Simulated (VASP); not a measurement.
Set up this calculation in VASP 6.6.1, as the native input.

- Task: single point
- Functional: r2SCAN
- Potentials or basis: VASP PAW PBE potentials, release 64 (Pb_d, O)
- Cutoff: 520 eV
- k mesh: 6 × 6 × 6
- Occupations: fermi-dirac, width 0.1 eV
- Spin: no spin polarisation
- Dipole correction: no
- Further INCAR settings: ALGO = Normal; EDIFF = 1e-06; NBANDS = 43

The system is Pb2O.

```
CELL_PARAMETERS angstrom
5.41266 0.00000 0.00000
0.00000 5.41266 0.00000
0.00000 0.00000 5.41266
ATOMIC_POSITIONS crystal
Pb 0.25000 0.25000 0.25000
Pb 0.75000 0.75000 0.25000
Pb 0.25000 0.75000 0.75000
Pb 0.75000 0.25000 0.75000
O 0.00000 0.00000 0.00000
O 0.50000 0.50000 0.50000
```

One way to write it, as run:

POSCAR

```
Pb2O
1.0
    5.4126596705      0.0000000000      0.0000000000
    0.0000000000      5.4126596705      0.0000000000
    0.0000000000      0.0000000000      5.4126596705
Pb O
4 2
Direct
    0.2500000000      0.2500000000      0.2500000000
    0.7500000000      0.7500000000      0.2500000000
    0.2500000000      0.7500000000      0.7500000000
    0.7500000000      0.2500000000      0.7500000000
    0.0000000000      0.0000000000      0.0000000000
    0.5000000000      0.5000000000      0.5000000000
```

INCAR.step1

```
  PREC = Accurate
  ENCUT = 520
  ISMEAR = -1
  SIGMA = 0.1
  LREAL = F
  LASPH = T
  NELM = 100
  NBANDS = 43
  GGA = PE
  ALGO = Normal
  EDIFF = 1E-4
  LWAVE = T
  LCHARG = F
```

INCAR.step2

```
  PREC = Accurate
  ENCUT = 520
  EDIFF = 1E-6
  ISMEAR = -1
  SIGMA = 0.1
  LREAL = F
  LASPH = T
  NELM = 100
  ALGO = Normal
  ISIF = 2
  LWAVE = F
  LCHARG = F
  METAGGA = R2SCAN
  LMIXTAU = T
  NBANDS = 43
  ISTART = 1
```

KPOINTS

```
regular mesh
0
Gamma
  6 6 6
```

Potentials or basis: VASP PAW PBE potentials, release 64 (Pb_d, O).

Run with:

```console
$ cat potpaw_PBE.64/Pb_d/POTCAR potpaw_PBE.64/O/POTCAR > POTCAR
$ cp INCAR.step1 INCAR
$ mpirun -np 1 vasp_std > vasp.out
$ cp INCAR.step2 INCAR
$ mpirun -np 1 vasp_std > vasp.out
```

It gave:

| Item | Value |
| --- | --- |
| Pressure | 0.1 GPa |
| Band gap on the k mesh | zero (bands 34 and 35 overlap by 0.96 eV) |

Caveat: the PAW data sets were made with another functional, which shifts forces and pressure a little; spin-orbit coupling is left out, which moves the levels of the heavy elements.

Wall time 3.1 min on 1 thread of Intel(R) Xeon(R) 6975P-C (Granite Rapids), with other jobs on the host, peak memory 0.31 GiB.
